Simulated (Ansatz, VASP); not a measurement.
**Hf, level by level in two programs**

```xyz
3
Lattice="4.9623 0.0000 0.0000 -2.4812 4.2975 0.0000 0.0000 0.0000 3.0862" Properties=species:S:1:pos:R:3 pbc="T T T"
Hf    0.0000    0.0000    0.0000
Hf    0.0000    2.8650    1.5431
Hf    2.4812    1.4325    1.5431
```

Single points on this cell with VASP 6.6.1 and Ansatz 0.2.0. Each row is one pair of runs. Alike in all rows: spin: off; k mesh: 6 × 6 × 9; smearing: fermi-dirac, width 0.05 eV; VASP's potentials, cutoff: VASP PAW PBE potentials, release 64 (Hf_pv), 520 eV.

| level | Ansatz's potentials, cutoff | gap on the k mesh at the Fermi level (eV), VASP | gap on the k mesh at the Fermi level (eV), Ansatz | pressure (GPa), VASP | pressure (GPa), Ansatz |
| --- | --- | --- | --- | --- | --- |
| PBE | Ansatz PAW, 420 eV | none | none | 1.7 | 2.0 |
| r2SCAN | Ansatz PAW, 500 eV | none | none | 0.1 | 0.7 |
| PBEsol | Ansatz PAW, 420 eV | none | none | -3.1 | -2.7 |

Pressure (GPa): the two programs differ by at most 0.56.

VASP's potentials hold 30 valence electrons a cell and Ansatz's 78, so a difference there can come from the potentials and not from the codes.

A gap of «none» marks a metal or a gap that the smearing closes.

Neither program's run includes spin-orbit coupling.
